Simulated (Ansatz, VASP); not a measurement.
Two plane-wave programs on Ga2As3

```xyz
5
Lattice="-2.5907 2.5907 5.0956 2.5907 -2.5907 5.0956 2.5907 2.5907 -5.0956" Properties=species:S:1:pos:R:3 pbc="T T T"
Ga    0.0000    2.5907    2.5478
Ga    2.5907    0.0000    2.5478
As    0.0000    2.5907    0.0000
As    2.5907    0.0000    0.0000
As    0.0000    0.0000    5.0956
```

Alike in both runs: functional PBE; k mesh 10 × 10 × 10; occupations gaussian, width 0.1 eV; no spin polarisation.

Ansatz relaxed the structure, and its values are those at the end. VASP's run is a single point on that final structure, the one shown.

```csv
,VASP,Ansatz
version,VASP 6.6.1,Ansatz 0.2.0
potentials or method,"VASP PAW PBE potentials, release 64 (Ga_d, As), cutoff 520 eV","scalar-relativistic, plane waves, PAW"
valence electrons in the cell,41,71
```

VASP gave:

```
gap on the k mesh at the Fermi level (eV) : none
pressure (GPa)                            : 0.1
```

Problem. Which values does Ansatz return?

Solution. gap on the k mesh at the Fermi level (eV): none; pressure (GPa): 0.0.

A gap of «none» marks a metal or a gap that the smearing closes. VASP's potentials hold 41 valence electrons a cell and Ansatz's 71, so a difference there can come from the potentials and not from the codes.
